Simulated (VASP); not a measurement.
# Si2Mo (P4mm) in VASP: further runs

Runs on Si2Mo. Level: PBEsol. Tasks: single point.

Program: VASP 6.6.1. These are calculated values, not measurements. Logs are shortened: lines on timing, memory, paths and dates and some standing lists are left out, and cuts for length are marked.

## (1) The cell of the first run

Symmetry: P4mm, No. 99, tetragonal system. The conventional cell has a = 3.190 Å, b = 3.190 Å, c = 16.393 Å, α = 90.00°, β = 90.00°, γ = 90.00°. Si (site symmetry 4mm) has 9 Si at 2.62 to 3.33 Å and 5 Mo at 2.62 to 3.04 Å within 3.5 Å. Within 3.4 Å of Si (site symmetry 4mm) lie 9 Si at 2.58 to 3.19 Å and 5 Mo at 2.60 to 2.62 Å. Si (site symmetry 4mm) has 9 Si at 2.58 to 3.19 Å and 5 Mo at 2.60 to 2.62 Å within 3.4 Å. Si (site symmetry 4mm) has 9 Si at 2.58 to 3.19 Å and 5 Mo at 2.60 to 2.62 Å within 3.4 Å. Within 3.4 Å of Si (site symmetry 4mm) lie 5 Mo at 2.60 to 2.62 Å and 9 Si at 2.62 to 3.33 Å. Within 3.4 Å of Si (site symmetry 4mm) lie 9 Si at 2.58 to 3.19 Å and 5 Mo at 2.60 to 3.37 Å. Si (site symmetry 4mm) has 9 Si at 2.58 to 3.19 Å and 5 Mo at 2.60 to 2.62 Å within 3.4 Å. Si (site symmetry 4mm) has 9 Si at 2.58 to 3.19 Å and 5 Mo at 2.60 to 2.62 Å within 3.4 Å.

## (2) Single point, PBEsol

INCAR reads:

```
PREC = Accurate
ENCUT = 520
EDIFF = 1E-6
ISMEAR = 0
SIGMA = 0.15
LREAL = False
LASPH = True
NELM = 60
ALGO = Normal
ISIF = 2
LWAVE = False
LCHARG = False
GGA = PS
NBANDS = 56
```

KPOINTS reads:

```
Automatic mesh
0
Gamma
  15 15 3
```

POSCAR reads:

```
Si2Mo
1.0
   -3.1900701689      0.0000000000      0.0000000000
    0.0000000000     -3.1900701689      0.0000000000
    0.0000000000      0.0000000000     16.3927680287
Si Mo
8 4
Direct
    0.0000000000      0.0000000000      0.9149138500
    0.5000000000      0.5000000000      0.6763518206
    0.0000000000      0.0000000000      0.4377897913
    0.5000000000      0.5000000000      0.1992277620
    0.0000000000      0.0000000000      0.1180597370
    0.5000000000      0.5000000000      0.8337458250
    0.0000000000      0.0000000000      0.5951837957
    0.5000000000      0.5000000000      0.3566217663
    0.5000000000      0.5000000000      0.5164867935
    1.0000000000      1.0000000000      0.2779247642
    0.5000000000      0.5000000000      0.0393627348
    1.0000000000      1.0000000000      0.7550488228
```

Potentials or basis: VASP PAW PBE potentials, release 64 (Si, Mo_sv).

The run is started by

```sh
$ cat potpaw_PBE.64/Si/POTCAR potpaw_PBE.64/Mo_sv/POTCAR > POTCAR
$ mpirun -np 1 vasp_std > vasp.out
```

OUTCAR:

```text
PREC = Accurate
   ENCUT = 520
   EDIFF = 1E-6
   ISMEAR = 0
   LREAL = False
   LASPH = True
   NELM = 60
   ISIF = 2
   GGA = PS

 ion  position               nearest neighbor table
   1  0.000  0.000  0.915-   6 2.62   6 2.62   6 2.62   6 2.62  12 2.62  11 3.04  11 3.04  11 3.04
                            11 3.04
   2  0.500  0.500  0.676-   6 2.58  12 2.60  12 2.60  12 2.60  12 2.60   7 2.62   7 2.62   7 2.62
                             7 2.62   9 2.62
   3  0.000  0.000  0.438-   7 2.58   9 2.60   9 2.60   9 2.60   9 2.60   8 2.62   8 2.62   8 2.62
                             8 2.62  10 2.62
   4  0.500  0.500  0.199-   8 2.58  10 2.60  10 2.60  10 2.60  10 2.60   5 2.62   5 2.62   5 2.62
                             5 2.62  11 2.62
   5  0.000  0.000  0.118-  11 2.60  11 2.60  11 2.60  11 2.60   4 2.62   4 2.62   4 2.62   4 2.62
                            10 2.62
   6  0.500  0.500  0.834-   2 2.58  12 2.60  12 2.60  12 2.60  12 2.60   1 2.62   1 2.62   1 2.62
                             1 2.62
   7  0.000  0.000  0.595-   3 2.58   9 2.60   9 2.60   9 2.60   9 2.60   2 2.62   2 2.62   2 2.62
                             2 2.62  12 2.62
   8  0.500  0.500  0.357-   4 2.58  10 2.60  10 2.60  10 2.60  10 2.60   3 2.62   3 2.62   3 2.62
                             3 2.62   9 2.62
   9  0.500  0.500  0.516-   3 2.60   7 2.60   3 2.60   7 2.60   3 2.60   7 2.60   3 2.60   7 2.60
                             2 2.62   8 2.62
  10  0.000  0.000  0.278-   8 2.60   8 2.60   8 2.60   8 2.60   4 2.60   4 2.60   4 2.60   4 2.60
                             3 2.62   5 2.62
  11  0.500  0.500  0.039-   5 2.60   5 2.60   5 2.60   5 2.60   4 2.62   1 3.04   1 3.04   1 3.04
                             1 3.04
  12  0.000  0.000  0.755-   2 2.60   6 2.60   2 2.60   6 2.60   2 2.60   6 2.60   2 2.60   6 2.60
                             7 2.62   1 2.62

  LATTYP: Found a simple tetragonal cell.
 ALAT       =     3.1900701689
 C/A-ratio  =     5.1386857219

  Lattice vectors:

 A1 = (  -3.1900701689,   0.0000000000,   0.0000000000)
 A2 = (   0.0000000000,  -3.1900701689,   0.0000000000)
 A3 = (   0.0000000000,   0.0000000000,  16.3927680287)

Analysis of symmetry for initial positions (statically):
=====================================================================
 Subroutine PRICEL returns:
 Original cell was already a primitive cell.

 Routine SETGRP: Setting up the symmetry group for a
 simple tetragonal supercell.

 Subroutine GETGRP returns: Found  8 space group operations
 (whereof  8 operations were pure point group operations)
 out of a pool of 16 trial point group operations.

The static configuration has the point symmetry C_4v.

Analysis of symmetry for dynamics (positions and initial velocities):
=====================================================================
 Subroutine PRICEL returns:
 Original cell was already a primitive cell.

 Routine SETGRP: Setting up the symmetry group for a
 simple tetragonal supercell.

 Subroutine GETGRP returns: Found  8 space group operations
 (whereof  8 operations were pure point group operations)
 out of a pool of 16 trial point group operations.

The dynamic configuration has the point symmetry C_4v.

 Subroutine INISYM returns: Found  8 space group operations
 (whereof  8 operations are pure point group operations),
 and found     1 'primitive' translations

----------------------------------------------------------------------------------------

                                     Primitive cell

  volume of cell :     166.8218

  direct lattice vectors                    reciprocal lattice vectors
    -3.190070169  0.000000000  0.000000000    -0.313472729  0.000000000  0.000000000
     0.000000000 -3.190070169  0.000000000     0.000000000 -0.313472729  0.000000000
     0.000000000  0.000000000 16.392768029     0.000000000  0.000000000  0.061002510

  length of vectors
     3.190070169  3.190070169 16.392768029     0.313472729  0.313472729  0.061002510

  position of ions in fractional coordinates (direct lattice)
     0.000000000  0.000000000  0.914913850
     0.500000000  0.500000000  0.676351821
     0.000000000  0.000000000  0.437789791
     0.500000000  0.500000000  0.199227762
     0.000000000  0.000000000  0.118059737
     0.500000000  0.500000000  0.833745825
     0.000000000  0.000000000  0.595183796
     0.500000000  0.500000000  0.356621766
     0.500000000  0.500000000  0.516486794
     0.000000000  0.000000000  0.277924764
     0.500000000  0.500000000  0.039362735
     0.000000000  0.000000000  0.755048823

  ion indices of the primitive-cell ions
   primitive index   ion index
                 1           1
                 2           2
                 3           3
                 4           4
                 5           5
                 6           6
                 7           7
                 8           8
                 9           9
                10          10
                11          11
                12          12

----------------------------------------------------------------------------------------

 KPOINTS: Automatic mesh

Automatic generation of k-mesh.
 Grid dimensions read from file:
 generate k-points for:   15   15    3

 Generating k-lattice:

  Cartesian coordinates                     Fractional coordinates (reciprocal lattice)
    -0.020898182  0.000000000  0.000000000     0.066666667  0.000000000  0.000000000
     0.000000000 -0.020898182  0.000000000     0.000000000  0.066666667  0.000000000
     0.000000000  0.000000000  0.020334170     0.000000000  0.000000000  0.333333333

  Length of vectors
     0.020898182  0.020898182  0.020334170

  Shift w.r.t. Gamma in fractional coordinates (k-lattice)
     0.000000000  0.000000000  0.000000000

 Subroutine IBZKPT returns following result:
 ===========================================

 Found     72 irreducible k-points:

 Following reciprocal coordinates:
            Coordinates               Weight
  0.000000  0.000000  0.000000      1.000000
  0.066667  0.000000  0.000000      4.000000
  0.133333  0.000000  0.000000      4.000000
  0.200000  0.000000  0.000000      4.000000
  0.266667  0.000000  0.000000      4.000000
  0.333333  0.000000  0.000000      4.000000
[... 16 lines left out ...]
  0.266667  0.200000  0.000000      8.000000
  0.333333  0.200000  0.000000      8.000000
 [... further k-points ...]
   k-points           NKPTS =     72   k-points in BZ     NKDIM =     72   number of bands    NBANDS=     56
   number of dos      NEDOS =    301   number of ions     NIONS =     12
   total plane-waves  NPLWV =  72576
   dimension x,y,z NGX =    24 NGY =   24 NGZ =  126
   dimension x,y,z NGXF=    48 NGYF=   48 NGZF=  252
   ions per type =               8   4
   NGX,Y,Z   is equivalent  to a cutoff of  12.51, 12.51, 12.78 a.u.
   NGXF,Y,Z  is equivalent  to a cutoff of  25.01, 25.01, 25.56 a.u.
 SYSTEM =  unknown system
   PREC   = accura    normal or accurate (medium, high low for compatibility)
   ISTART =      0    job   : 0-new  1-cont  2-samecut
   ICHARG =      2    charge: 1-file 2-atom 10-const
   ISPIN  =      1    spin polarized calculation?
   LNONCOLLINEAR =      F non collinear calculations
   LSORBIT =      F    spin-orbit coupling
   LASPH  =      T    aspherical Exc in radial PAW
   ENCUT  =  520.0 eV  38.22 Ry    6.18 a.u.   5.93  5.93 30.48*2*pi/ulx,y,z
   NELM   =     60;   NELMIN=  2; NELMDL= -5     # of ELM steps
   EDIFF  = 0.1E-05   stopping-criterion for ELM
   LREAL  =      F    real-space projection
   EDIFFG = 0.1E-04   stopping-criterion for IOM
   NSW    =      0    number of steps for IOM
   IBRION =     -1    ionic relax: 0-MD 1-quasi-New 2-CG
   NFREE  =      0    steps in history (QN), initial steepest desc. (CG)
   ISIF   =      2    stress and relaxation
   ISYM   =      2    0-nonsym 1-usesym 2-fastsym
   POTIM  = 0.5000    time-step for ionic-motion
   TEBEG  =    0.0;   TEEND  =   0.0 temperature during run
   PSTRESS=    0.0 pullay stress
   NELECT =      88.0000    total number of electrons
   NUPDOWN=      -1.0000    fix difference up-down
   EMIN   =  10.00;   EMAX   =-10.00  energy-range for DOS
   EFERMI =   0.00;   METHOD = LEGACY
   ISMEAR =     0;   SIGMA  =   0.15  broadening in eV -4-tet -1-fermi 0-gaus
   EFERMI_NEDOS =   21; number of points for ismear=-14 and -15
   IALGO  =     38    algorithm
   IMIX   =      4    mixing-type and parameters
     AMIX     =   0.40;   BMIX     =  1.00
     AMIX_MAG =   1.60;   BMIX_MAG =  1.00
  volume/ion in A,a.u.               =      13.90        93.81
  Fermi-wavevector in a.u.,A,eV,Ry     =   1.322771  2.499676 23.806443  1.749724
  Thomas-Fermi vector in A             =   2.452428
   LORBIT       =      0    0 simple, 1 ext, 2 COOP (PROOUT), +10 PAW based schemes
   GGA     = PS    functional components
   LHFCALC =     F    Hartree Fock is set to
   AEXX    =    0.0000 exact exchange contribution
   IVDW    =     0    specifies the selected vdW correction
   LEPSILON=     F    determine dielectric tensor
   LRPA    =     F    only Hartree local field effects (RPA)
 non-spin polarized calculation
 Gauss-broadening in eV      SIGMA  =   0.15
  energy-cutoff  :      520.00
  volume of cell :      166.82
 maximum number of plane-waves:      4538
 NGX is ok and might be reduce to    24
   NGX = 11   NGY = 11   NGZ = 61

 number of electron      88.0000015 magnetization

 Free energy of the ion-electron system (eV)
  ---------------------------------------------------
  ext. energy  EPLUGINS =         0.00000000
  ---------------------------------------------------
  free energy    TOTEN  =       -98.39215839 eV

  energy without entropy =      -98.35016047  energy(sigma->0) =      -98.37115943

 E-fermi :  11.6452     XC(G=0): -12.3209

 val. band max:       11.6391696436   @ k =   0.4667   0.4667   0.3333
 cond. band min:      11.6518362298   @ k =   0.1333   0.0667   0.3333
 fundamental gap:      0.0126665862
 Fermi energy:        11.6451852907

 k-point     1 :       0.0000    0.0000    0.0000
  band No.  band energies     occupation
      1     -49.2146      2.00000
      2     -49.0629      2.00000
      3     -48.9667      2.00000
      4     -48.8154      2.00000
      5     -23.4478      2.00000
      6     -23.3090      2.00000
[... 1405 lines left out ...]
     55      15.0621      0.00000
     56      15.2834      0.00000

 [... further k-points ...]
[... 5 lines left out ...]
  --------------------------------------------------------------------------------------
  -------------------------------------------------------------------------------------
  Total       -2.3471934     -2.3471934     -9.4367709      0.0000000      0.0000000      0.0000000
  in kB      -22.5427395    -22.5427395    -90.6319296      0.0000000      0.0000000      0.0000000
  external PRESSURE =     -45.2391362 kB  Pullay stress =       0.0000000 kB

 VOLUME and BASIS-vectors are now :
 -----------------------------------------------------------------------------
  energy-cutoff  :      520.00
  volume of cell :      166.82
      direct lattice vectors                 reciprocal lattice vectors
    -3.190070169  0.000000000  0.000000000    -0.313472729  0.000000000  0.000000000
     0.000000000 -3.190070169  0.000000000     0.000000000 -0.313472729  0.000000000
     0.000000000  0.000000000 16.392768029     0.000000000  0.000000000  0.061002510

 POSITION                                       TOTAL-FORCE (eV/Angst)
 -----------------------------------------------------------------------------------
      0.00000      0.00000     14.99797        -0.000000     -0.000000      2.232235
     -1.59504     -1.59504     11.08728         0.000000      0.000000     -0.244619
      0.00000      0.00000      7.17659        -0.000000     -0.000000     -0.167859
     -1.59504     -1.59504      3.26589        -0.000000      0.000000     -0.553561
      0.00000      0.00000      1.93533        -0.000000     -0.000000     -0.969904
     -1.59504     -1.59504     13.66740        -0.000000      0.000000      0.391815
      0.00000      0.00000      9.75671        -0.000000     -0.000000     -0.156066
     -1.59504     -1.59504      5.84602        -0.000000     -0.000000     -0.077706
     -1.59504     -1.59504      8.46665        -0.000000     -0.000000      0.336467
      0.00000      0.00000      4.55596        -0.000000     -0.000000      0.270189
     -1.59504     -1.59504      0.64526        -0.000000      0.000000     -1.834957
      0.00000      0.00000     12.37734         0.000000     -0.000000      0.773967
 -----------------------------------------------------------------------------------
    total drift:                               -0.000000      0.000000      0.000548

  FREE ENERGIE OF THE ION-ELECTRON SYSTEM (eV)
  ---------------------------------------------------
  free  energy   TOTEN  =       -98.3921583865 eV

  energy  without entropy=      -98.3501604662  energy(sigma->0) =      -98.37115943
```

Run time: 12 min. Hardware: 1 thread of Intel Xeon Platinum 8488C (Sapphire Rapids), shared host; peak memory 0.57 GiB.

What came out:

```
Free energy            : -98.3922 eV
Pressure               : -4.5 GPa
Largest force          : 2.232 eV/Å
Band gap on the k mesh : zero (band 44 reaches 12.09 eV, above the bottom of band 45 at 11.32 eV)
```

Forces on the atoms (eV/Å):
```
Si   0.000  0.000  2.232
Si   0.000  0.000 -0.245
Si   0.000  0.000 -0.168
Si   0.000  0.000 -0.554
Si   0.000  0.000 -0.970
Si   0.000  0.000  0.392
Si   0.000  0.000 -0.156
Si   0.000  0.000 -0.078
Mo   0.000  0.000  0.336
Mo   0.000  0.000  0.270
Mo   0.000  0.000 -1.835
Mo   0.000  0.000  0.774
```

Caveat: the PAW data sets were made with another functional, which shifts forces and pressure a little.

(Continued in part 2 of 2.)
